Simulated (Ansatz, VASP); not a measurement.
One calculation of GaP, two programs

```
Ga P
1.0
     0.00000    2.80204    2.72811
     2.72811    0.00000    2.72811
     2.72811    2.80204    0.00000
Ga P
1 1
Direct
  0.00000 0.00000 0.00000
  0.75000 0.75000 0.75000
```

Alike in both runs: task single point; functional PBE; k mesh 10 × 10 × 10; occupations gaussian, width 0.05 eV; no spin polarisation.

```csv
,VASP,Ansatz
version,VASP 6.6.1,Ansatz 0.2.0
potentials or method,"VASP PAW PBE potentials, release 64 (Ga_d, P), cutoff 520 eV","scalar-relativistic, plane waves, PAW"
valence electrons in the cell,18,18
```

```tsv
	VASP	Ansatz	Ansatz less VASP
gap on the k mesh at the Fermi level (eV)	1.52	1.52	+0.002
least direct gap on the mesh (eV)	1.52	1.53	+0.003
pressure (GPa)	0.0	0.0	+0.01
traceless stress, the component that is largest in VASP (GPa)	-1.36	-1.36	+0.002
```

With one functional, cell and mesh, what is left measures potentials, basis and numerics.
